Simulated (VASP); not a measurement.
# Si2Mo: single point with PBE

Si2Mo:

```
Mo Si
1.0
     4.58547    0.00000    0.00000
    -2.29274    3.97113    0.00000
     0.00000    0.00000    6.57976
Mo Si
3 6
Direct
  0.50000 0.50000 0.83333
  0.00000 0.50000 0.16667
  0.50000 0.00000 0.50000
  0.16387 0.32775 0.50000
  0.67225 0.83613 0.16667
  0.83613 0.16387 0.83333
  0.83613 0.67225 0.50000
  0.32775 0.16387 0.16667
  0.16387 0.83613 0.83333
```

- Program: VASP 6.6.1
- Task: single point
- Functional: PBE
- Potentials or basis: VASP PAW PBE potentials, release 64 (Mo_sv, Si)
- Cutoff: 520 eV
- k mesh: 7 × 7 × 4
- Occupations: gaussian, width 0.014 eV
- Spin: no spin polarisation

| Item | Value |
| --- | --- |
| Pressure | 3.7 GPa |
| Largest force | 0.006 eV/Å |
| Band gap on the k mesh | 0.27 eV (least direct gap 0.63 eV) |

Forces in eV/Å, atoms in the order of the input:
```
Mo   0.000  0.000  0.000
Mo   0.000  0.000  0.000
Mo   0.000  0.000  0.000
Si   0.000  0.006  0.000
Si  -0.005 -0.003  0.000
Si  -0.005  0.003  0.000
Si   0.000 -0.006  0.000
Si   0.005  0.003  0.000
Si   0.005 -0.003  0.000
```

Stress tensor (GPa, compression positive):
```
3.76 0.00 0.00
0.00 3.76 0.00
0.00 0.00 3.57
```

Levels at points of the mesh, in eV from the valence-band top:
| k point | band 30 | band 31 | band 32 | band 33 | band 34 | band 35 | band 36 | band 37 |
| --- | --- | --- | --- | --- | --- | --- | --- | --- |
| (0.00, 0.00, 0.00) | -2.92 | -2.65 | -2.00 | -0.72 | 2.09 | 2.46 | 2.46 | 2.56 |
| (0.00, 0.00, 0.50) | -2.21 | -1.99 | -0.63 | -0.63 | 1.94 | 2.37 | 2.37 | 2.39 |

Wall time 3.7 min on 1 thread of Intel Xeon 8259CL, on a shared host, peak memory 0.29 GiB.

Caveat: the cell stands under pressure. A k mesh can miss the band edges.
